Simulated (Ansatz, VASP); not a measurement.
# One calculation of CO2, two programs

```
CELL_PARAMETERS angstrom
-1.95481 1.95481 2.96733
1.95481 -1.95481 2.96733
1.95481 1.95481 -2.96733
ATOMIC_POSITIONS crystal
C 0.00000 0.00000 0.00000
C 0.75000 0.25000 0.50000
O 0.37500 0.29235 0.41735
O 0.70765 0.12500 0.08265
O 0.87500 0.95765 0.58265
O 0.04235 0.62500 0.91735
```

Alike in both runs: task single point; functional r2SCAN; k mesh 10 × 10 × 10; no spin polarisation.

```csv
,VASP,Ansatz
version,VASP 6.6.1,Ansatz 0.2.0
potentials or method,"VASP PAW PBE potentials, release 64 (C, O)","plane waves, PAW"
plane-wave cutoff (eV),520,500
occupations,"gaussian, width 0.01 eV",fixed
valence electrons in the cell,32,32
```

VASP gave:

```
gap on the k mesh at the Fermi level (eV)                     : 8.48
pressure (GPa)                                                : 2.2
traceless stress, the component that is largest in VASP (GPa) : -0.27
rms of the force components (eV/Å)                            : 0.061
```

Question: What did Ansatz give for the same quantities?

Answer: gap on the k mesh at the Fermi level (eV): 8.59; pressure (GPa): 0.0; traceless stress, the component that is largest in VASP (GPa): 0.00; rms of the force components (eV/Å): 0.000.

VASP's potentials were made for PBE, not for r2SCAN. Atom by atom the forces differ by 0.061 eV/Å (rms over components).
